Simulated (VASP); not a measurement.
Runs of VASP 6.6.1 on S. The structure is that of space group Fm-3m (No. 225), or close to it. The cells are those of the table. 

| cell | gap on the mesh (eV) | pressure (GPa) |
| --- | --- | --- |
| a = 2.863, b = 2.863, c = 2.905 Å, angles 59.5, 59.5, 61.0°, 1 atom | none | -10.3 |
| a = 2.842, b = 2.842, c = 2.820 Å, angles 60.2, 60.2, 59.5°, 1 atom | none | (a) |
| a = 2.863, b = 2.863, c = 2.820 Å, angles 60.5, 60.5, 59.0°, 1 atom | none | -8.6 |
| a = 2.842, b = 2.842, c = 2.863 Å, angles 59.8, 59.8, 60.5°, 1 atom | none | -8.6 |
| a = 2.884, b = 2.884, c = 2.863 Å, angles 60.2, 60.2, 59.5°, 1 atom | none | -10.4 |

Alike in all rows: task single point; level LDA; potentials or basis VASP PAW LDA potentials, release 64 (S); no spin polarisation; k mesh 20 × 20 × 20; cutoff (eV) 520; smearing gaussian 0.15 eV.

Task: Estimate the missing entries.

Result: (a) -7.6.

Caveats: the cell stands under tension.

A gap of «none» marks levels without a gap at the run's occupations.
